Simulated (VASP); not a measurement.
NbCuP2: density of states with PBE

The system is NbCuP2.

```
Nb Cu P
1.0
     3.57021    0.00000    0.00000
    -1.78510    3.09189    0.00000
     0.00000    0.00000    5.53317
Nb Cu P
1 1 2
Direct
  0.33333 0.66667 0.50000
  0.33333 0.66667 0.00000
  0.00000 0.00000 0.76897
  0.00000 0.00000 0.23103
```

```json
{
 "Program": "VASP 6.6.1",
 "Task": "density of states",
 "Functional": "PBE",
 "Potentials or basis": "VASP PAW PBE potentials, release 64 (Nb_sv, Cu, P)",
 "Cutoff": "520 eV",
 "k mesh": "18 × 18 × 8",
 "Occupations": "gaussian, width 0.1 eV",
 "Spin": "no spin polarisation",
 "Dipole correction": "no",
 "k mesh for the DOS": "27 × 27 × 12",
 "Occupations for the DOS": "tetrahedron",
 "Further INCAR settings": "ALGO = Normal; EDIFF = 1e-06; NBANDS = 25"
}
```

```yaml
Valence_electrons_inside_the_program's_atomic_spheres: Nb 10.68; Cu 10.09; P 2.48
```

Levels at points of the mesh, in eV from the Fermi level:
| k point | band 13 | band 14 | band 15 | band 16 | band 17 | band 18 | band 19 | band 20 | band 21 | band 22 |
| --- | --- | --- | --- | --- | --- | --- | --- | --- | --- | --- |
| (0.00, 0.00, 0.00) | -2.44 | -2.44 | -0.98 | -0.98 | 0.47 | 1.78 | 1.78 | 2.46 | 2.65 | 2.65 |
| (0.00, 0.00, 0.50) | -2.58 | -2.58 | -2.24 | -1.82 | -1.82 | 2.13 | 2.13 | 2.37 | 3.41 | 3.74 |

Run time: 18 min on 1 thread of Oxide Virtual Turin-like Processor (shared host), peak memory 0.8 GiB.
